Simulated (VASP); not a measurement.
# MgO (Fm-3m) in VASP: a series of runs

Runs on MgO. Level: LDA. Tasks: single point.

Everything below comes from runs of VASP 6.6.1. Logs are shortened: lines on timing, memory, paths and dates and some standing lists are left out, and cuts for length are marked.

### 1 The cell of the first run

Symmetry: Fm-3m, No. 225, cubic system. The conventional cell has a = 4.161 Å, b = 4.161 Å, c = 4.161 Å, α = 90.00°, β = 90.00°, γ = 90.00°. Mg (site symmetry m-3m) has 6 O at 2.08 Å within 2.8 Å. Within 2.8 Å of O (site symmetry m-3m) lie 6 Mg at 2.08 Å.

### 2 Single point, LDA

INCAR reads:

```
SYSTEM = MgO
ALGO = Normal
EDIFF = 1E-6
ENCUT = 840
GGA_COMPAT = .FALSE.
ISIF = 2
ISMEAR = 0
LASPH = .TRUE.
LCHARG = .TRUE.
LELF = .TRUE.
LREAL = .FALSE.
LVHAR = .TRUE.
LWAVE = .FALSE.
NBANDS = 15
NELM = 120
PREC = Accurate
SIGMA = 0.02
```

KPOINTS reads:

```
k-points
0
G
  10 10 10
  0 0 0
```

POSCAR reads:

```
MgO
1.0
    0.0000000000      2.0803236596      2.0803236596
    2.0803236596      0.0000000000      2.0803236596
    2.0803236596      2.0803236596      0.0000000000
Mg O
1 1
Direct
    0.0000000000      0.0000000000      0.0000000000
    0.5000000000      0.5000000000      0.5000000000
```

Potentials or basis: VASP PAW LDA potentials, release 64 (Mg_sv, O).

Launch:

```sh
> cat potpaw_LDA.64/Mg_sv/POTCAR potpaw_LDA.64/O/POTCAR > POTCAR
> mpirun -np 1 vasp_std > vasp.out
```

OUTCAR:

```text
SYSTEM = MgO
   EDIFF = 1E-6
   ENCUT = 840
   ISIF = 2
   ISMEAR = 0
   LASPH = .TRUE.
   LREAL = .FALSE.
   NELM = 120
   PREC = Accurate

 ion  position               nearest neighbor table
   1  0.000  0.000  0.000-   2 2.08   2 2.08   2 2.08   2 2.08   2 2.08   2 2.08
   2  0.500  0.500  0.500-   1 2.08   1 2.08   1 2.08   1 2.08   1 2.08   1 2.08

  LATTYP: Found a face centered cubic cell.
 ALAT       =     4.1606473192

  Lattice vectors:

 A1 = (   0.0000000000,   2.0803236596,   2.0803236596)
 A2 = (   2.0803236596,   0.0000000000,   2.0803236596)
 A3 = (   2.0803236596,   2.0803236596,   0.0000000000)

Analysis of symmetry for initial positions (statically):
=====================================================================
 Subroutine PRICEL returns:
 Original cell was already a primitive cell.

 Routine SETGRP: Setting up the symmetry group for a
 face centered cubic supercell.

 Subroutine GETGRP returns: Found 48 space group operations
 (whereof 48 operations were pure point group operations)
 out of a pool of 48 trial point group operations.

The static configuration has the point symmetry O_h .

Analysis of symmetry for dynamics (positions and initial velocities):
=====================================================================
 Subroutine PRICEL returns:
 Original cell was already a primitive cell.

 Routine SETGRP: Setting up the symmetry group for a
 face centered cubic supercell.

 Subroutine GETGRP returns: Found 48 space group operations
 (whereof 48 operations were pure point group operations)
 out of a pool of 48 trial point group operations.

The dynamic configuration has the point symmetry O_h .

 Subroutine INISYM returns: Found 48 space group operations
 (whereof 48 operations are pure point group operations),
 and found     1 'primitive' translations

----------------------------------------------------------------------------------------

                                     Primitive cell

  volume of cell :      18.0062

  direct lattice vectors                    reciprocal lattice vectors
     0.000000000  2.080323660  2.080323660    -0.240347216  0.240347216  0.240347216
     2.080323660  0.000000000  2.080323660     0.240347216 -0.240347216  0.240347216
     2.080323660  2.080323660  0.000000000     0.240347216  0.240347216 -0.240347216

  length of vectors
     2.942021934  2.942021934  2.942021934     0.416293590  0.416293590  0.416293590

  position of ions in fractional coordinates (direct lattice)
     0.000000000  0.000000000  0.000000000
     0.500000000  0.500000000  0.500000000

  ion indices of the primitive-cell ions
   primitive index   ion index
                 1           1
                 2           2

----------------------------------------------------------------------------------------

 KPOINTS: k-points

Automatic generation of k-mesh.
 Grid dimensions read from file:
 generate k-points for:   10   10   10

 Generating k-lattice:

  Cartesian coordinates                     Fractional coordinates (reciprocal lattice)
    -0.024034722  0.024034722  0.024034722     0.100000000  0.000000000  0.000000000
     0.024034722 -0.024034722  0.024034722     0.000000000  0.100000000  0.000000000
     0.024034722  0.024034722 -0.024034722     0.000000000  0.000000000  0.100000000

  Length of vectors
     0.041629359  0.041629359  0.041629359

  Shift w.r.t. Gamma in fractional coordinates (k-lattice)
     0.000000000  0.000000000  0.000000000

 Subroutine IBZKPT returns following result:
 ===========================================

 Found     47 irreducible k-points:

 Following reciprocal coordinates:
            Coordinates               Weight
  0.000000  0.000000  0.000000      1.000000
  0.100000  0.000000  0.000000      8.000000
  0.200000  0.000000  0.000000      8.000000
  0.300000  0.000000  0.000000      8.000000
  0.400000  0.000000  0.000000      8.000000
  0.500000  0.000000  0.000000      4.000000
[... 16 lines left out ...]
  0.300000  0.300000  0.000000      6.000000
  0.400000  0.300000  0.000000     24.000000
 [... further k-points ...]
   k-points           NKPTS =     47   k-points in BZ     NKDIM =     47   number of bands    NBANDS=     15
   number of dos      NEDOS =    301   number of ions     NIONS =      2
   total plane-waves  NPLWV =  21952
   dimension x,y,z NGX =    28 NGY =   28 NGZ =   28
   dimension x,y,z NGXF=    56 NGYF=   56 NGZF=   56
   ions per type =               1   1
   NGX,Y,Z   is equivalent  to a cutoff of  15.82, 15.82, 15.82 a.u.
   NGXF,Y,Z  is equivalent  to a cutoff of  31.64, 31.64, 31.64 a.u.
 SYSTEM =  MgO
   PREC   = accura    normal or accurate (medium, high low for compatibility)
   ISTART =      0    job   : 0-new  1-cont  2-samecut
   ICHARG =      2    charge: 1-file 2-atom 10-const
   ISPIN  =      1    spin polarized calculation?
   LNONCOLLINEAR =      F non collinear calculations
   LSORBIT =      F    spin-orbit coupling
   LASPH  =      T    aspherical Exc in radial PAW
   ENCUT  =  840.0 eV  61.74 Ry    7.86 a.u.   6.95  6.95  6.95*2*pi/ulx,y,z
   NELM   =    120;   NELMIN=  2; NELMDL= -5     # of ELM steps
   EDIFF  = 0.1E-05   stopping-criterion for ELM
   LREAL  =      F    real-space projection
[... 7 lines left out ...]
   TEBEG  =    0.0;   TEEND  =   0.0 temperature during run
   PSTRESS=    0.0 pullay stress
   NELECT =      16.0000    total number of electrons
   NUPDOWN=      -1.0000    fix difference up-down
   EMIN   =  10.00;   EMAX   =-10.00  energy-range for DOS
   EFERMI =   0.00;   METHOD = LEGACY
   ISMEAR =     0;   SIGMA  =   0.02  broadening in eV -4-tet -1-fermi 0-gaus
   EFERMI_NEDOS =   21; number of points for ismear=-14 and -15
   IALGO  =     38    algorithm
   IMIX   =      4    mixing-type and parameters
     AMIX     =   0.40;   BMIX     =  1.00
     AMIX_MAG =   1.60;   BMIX_MAG =  1.00
  volume/ion in A,a.u.               =       9.00        60.76
  Fermi-wavevector in a.u.,A,eV,Ry     =   1.573888  2.974218 33.703325  2.477125
  Thomas-Fermi vector in A             =   2.675105
   LORBIT       =      0    0 simple, 1 ext, 2 COOP (PROOUT), +10 PAW based schemes
   GGA     = CA    functional components
   LHFCALC =     F    Hartree Fock is set to
   AEXX    =    0.0000 exact exchange contribution
   IVDW    =     0    specifies the selected vdW correction
   LEPSILON=     F    determine dielectric tensor
   LRPA    =     F    only Hartree local field effects (RPA)
 non-spin polarized calculation
 Gauss-broadening in eV      SIGMA  =   0.02
  energy-cutoff  :      840.00
  volume of cell :       18.01
 maximum number of plane-waves:      1010
   NGX = 13   NGY = 13   NGZ = 13

 number of electron      15.9999996 magnetization

 Free energy of the ion-electron system (eV)
  ---------------------------------------------------
  ext. energy  EPLUGINS =         0.00000000
  ---------------------------------------------------
  free energy    TOTEN  =       -13.23348797 eV

  energy without entropy =      -13.23348797  energy(sigma->0) =      -13.23348797

 E-fermi :   3.0538     XC(G=0): -12.1251

 val. band max:        2.8524294480   @ k =   0.0000   0.0000   0.0000
 cond. band min:       7.8868606394   @ k =   0.0000   0.0000   0.0000
 fundamental gap:      5.0344311914
 Fermi energy:         3.0538122651

 k-point     1 :       0.0000    0.0000    0.0000
  band No.  band energies     occupation
      1     -68.3653      2.00000
      2     -35.8218      2.00000
      3     -35.8218      2.00000
      4     -35.8218      2.00000
      5     -14.3277      2.00000
      6       2.8524      2.00000
      7       2.8524      2.00000
      8       2.8524      2.00000
      9       7.8869      0.00000
     10      18.5824      0.00000
     11      18.5824      0.00000
     12      18.5824      0.00000
     13      22.7082      0.00000
     14      24.3869      0.00000
     15      24.3869      0.00000

 k-point     2 :       0.1000    0.0000    0.0000
  band No.  band energies     occupation
      1     -68.3642      2.00000
      2     -35.8321      2.00000
      3     -35.8228      2.00000
      4     -35.8228      2.00000
      5     -14.2072      2.00000
      6       2.1872      2.00000
      7       2.7786      2.00000
      8       2.7786      2.00000
      9       8.5050      0.00000
     10      17.3477      0.00000
     11      18.8359      0.00000
     12      18.8359      0.00000
     13      23.6949      0.00000
     14      23.6949      0.00000
     15      24.4003      0.00000

 k-point     3 :       0.2000    0.0000    0.0000
  band No.  band energies     occupation
      1     -68.3615      2.00000
      2     -35.8588      2.00000
      3     -35.8255      2.00000
      4     -35.8255      2.00000
      5     -13.8746      2.00000
      6       0.8143      2.00000
      7       2.5917      2.00000
      8       2.5917      2.00000
      9       9.6738      0.00000
     10      15.8672      0.00000
     11      19.3624      0.00000
     12      19.3624      0.00000
     13      23.0106      0.00000
     14      23.0106      0.00000
     15      25.4152      0.00000
[... 343 lines left out ...]
 k-point    23 :       0.3000    0.3000    0.0000
  band No.  band energies     occupation
      1     -68.3557      2.00000
      2     -35.8833      2.00000
      3     -35.8448      2.00000
      4     -35.8448      2.00000
      5     -13.2135      2.00000
      6      -0.4290      2.00000
      7       1.8638      2.00000
      8       1.8638      2.00000
      9      11.9656      0.00000
     10      13.1263      0.00000
     11      17.4046      0.00000
     12      20.9355      0.00000
     13      20.9355      0.00000
     14      27.0987      0.00000
     15      30.6851      0.00000

 k-point    24 :       0.4000    0.3000    0.0000
  band No.  band energies     occupation
      1     -68.3534      2.00000
      2     -35.8962      2.00000
      3     -35.8515      2.00000
      4     -35.8485      2.00000
      5     -12.9369      2.00000
      6      -0.8815      2.00000
      7       1.4754      2.00000
      8       1.7086      2.00000
      9      12.5612      0.00000
     10      12.9908      0.00000
     11      16.5833      0.00000
     12      21.2046      0.00000
     13      21.4215      0.00000
     14      27.8666      0.00000
     15      30.2956      0.00000

 [... further k-points ...]

------------------------ aborting loop because EDIFF is reached ----------------------------------------

  FORCE on cell =-STRESS in cart. coord.  units (eV):
  Direction    XX          YY          ZZ          XY          YZ          ZX
  --------------------------------------------------------------------------------------
  -------------------------------------------------------------------------------------
  Total        0.0485857      0.0485857      0.0485857      0.0000000     -0.0000000      0.0000000
  in kB        4.3231141      4.3231141      4.3231141      0.0000000     -0.0000000      0.0000000
  external PRESSURE =       4.3231141 kB  Pullay stress =       0.0000000 kB

 VOLUME and BASIS-vectors are now :
 -----------------------------------------------------------------------------
  energy-cutoff  :      840.00
  volume of cell :       18.01
      direct lattice vectors                 reciprocal lattice vectors
     0.000000000  2.080323660  2.080323660    -0.240347216  0.240347216  0.240347216
     2.080323660  0.000000000  2.080323660     0.240347216 -0.240347216  0.240347216
     2.080323660  2.080323660  0.000000000     0.240347216  0.240347216 -0.240347216

 POSITION                                       TOTAL-FORCE (eV/Angst)
 -----------------------------------------------------------------------------------
      0.00000      0.00000      0.00000        -0.000000     -0.000000     -0.000000
      2.08032      2.08032      2.08032         0.000000      0.000000      0.000000
 -----------------------------------------------------------------------------------
    total drift:                                0.000000      0.000000      0.000000

  FREE ENERGIE OF THE ION-ELECTRON SYSTEM (eV)
  ---------------------------------------------------
  free  energy   TOTEN  =       -13.2334879666 eV

  energy  without entropy=      -13.2334879666  energy(sigma->0) =      -13.23348797
```

Wall time 26 s (1 thread of Intel Xeon Platinum 8375C at 2.90GHz (Ice Lake), shared host); peak memory 0.15 GiB.

Results:

```yaml
Free_energy: -13.2335 eV
Pressure: 0.4 GPa
Band_gap_on_the_k_mesh: 5.03 eV
```

Levels at points of the mesh, in eV from the valence-band top:
| k point | band 6 | band 7 | band 8 | band 9 | band 10 | band 11 |
| --- | --- | --- | --- | --- | --- | --- |
| (0.00, 0.00, 0.00) | 0.00 | 0.00 | 0.00 | 5.03 | 15.73 | 15.73 |
| (0.50, 0.00, 0.00) | -4.86 | -0.71 | -0.71 | 7.97 | 12.83 | 16.39 |
| (0.50, 0.50, 0.00) | -4.27 | -1.42 | -1.42 | 8.93 | 10.13 | 13.29 |

### 3 Single point, LDA

INCAR reads:

```
PREC = Accurate ; ENCUT = 840
EDIFF = 1E-6 ; ISMEAR = 0
SIGMA = 0.02 ; LREAL = F
LASPH = T ; NELM = 120
ALGO = Normal ; ISIF = 2
LWAVE = F ; LCHARG = F
NBANDS = 15 ; GGA_COMPAT = F
```

KPOINTS reads:

```
regular mesh
0
Gamma
  10 10 10
```

POSCAR is that of step 2.

Potentials or basis: VASP PAW LDA potentials, release 64 (Mg_sv, O).

Launch:

```sh
> cat potpaw_LDA.64/Mg_sv/POTCAR potpaw_LDA.64/O/POTCAR > POTCAR
> mpirun -np 1 vasp_std > vasp.out
```

Run time: 16 s. Hardware: 1 thread of AMD EPYC 7R13 (Zen 3), shared host; peak memory 0.12 GiB.

It converged, with:

```yaml
Free_energy: -13.2335 eV
Pressure: 0.4 GPa
Band_gap_on_the_k_mesh: 5.03 eV
```

Levels at points of the mesh, in eV from the valence-band top:
| k point | band 4 | band 5 | band 6 | band 7 | band 8 | band 9 | band 10 | band 11 | band 12 | band 13 |
| --- | --- | --- | --- | --- | --- | --- | --- | --- | --- | --- |
| (0.00, 0.00, 0.00) | -38.67 | -17.18 | 0.00 | 0.00 | 0.00 | 5.03 | 15.73 | 15.73 | 15.73 | 19.86 |
| (0.50, 0.00, 0.00) | -38.68 | -15.70 | -4.86 | -0.71 | -0.71 | 7.97 | 12.83 | 16.39 | 16.39 | 21.18 |
| (0.50, 0.50, 0.00) | -38.71 | -15.46 | -4.27 | -1.42 | -1.42 | 8.93 | 10.13 | 13.29 | 19.21 | 19.21 |
